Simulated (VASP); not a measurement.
ZrS, 2 atoms in the cell. It takes space group Fm-3m (No. 225, cubic). Conventional cell: a = 5.250 Å, b = 5.250 Å, c = 5.250 Å, α = 90.00°, β = 90.00°, γ = 90.00°. Within 3.5 Å of Zr (site symmetry m-3m) lie 6 S at 2.62 Å. Within 3.5 Å of S (site symmetry m-3m) lie 6 Zr at 2.62 Å. 

| Quantity | Value |
| --- | --- |
| Program | VASP 6.6.1 |
| Task | single point |
| Functional | r2SCAN |
| Potentials or basis | VASP PAW PBE potentials, release 64 (Zr_sv, S) |
| Cutoff | 520 eV |
| k mesh | 14 × 14 × 14 |
| Occupations | gaussian, width 0.5 eV |
| Spin | no spin polarisation |
| Dipole correction | no |
| Further INCAR settings | ALGO = Normal; EDIFF = 1e-06; NBANDS = 16 |

Potentials or basis: VASP PAW PBE potentials, release 64 (Zr_sv, S).

Run with:

```sh
$ cat potpaw_PBE.64/Zr_sv/POTCAR potpaw_PBE.64/S/POTCAR > POTCAR
$ cp INCAR.step1 INCAR
$ mpirun -np 1 vasp_std > vasp.out
$ cp INCAR.step2 INCAR
$ mpirun -np 1 vasp_std > vasp.out
```

Hardware: 1 thread of Intel(R) Xeon(R) 6975P-C (Granite Rapids) (shared host).

Task: How long does it take, and how much memory?

Result: Run time: 75 s on 1 thread of Intel(R) Xeon(R) 6975P-C (Granite Rapids), with other jobs on the host, peak memory 0.2 GiB. Counts: k points 104.
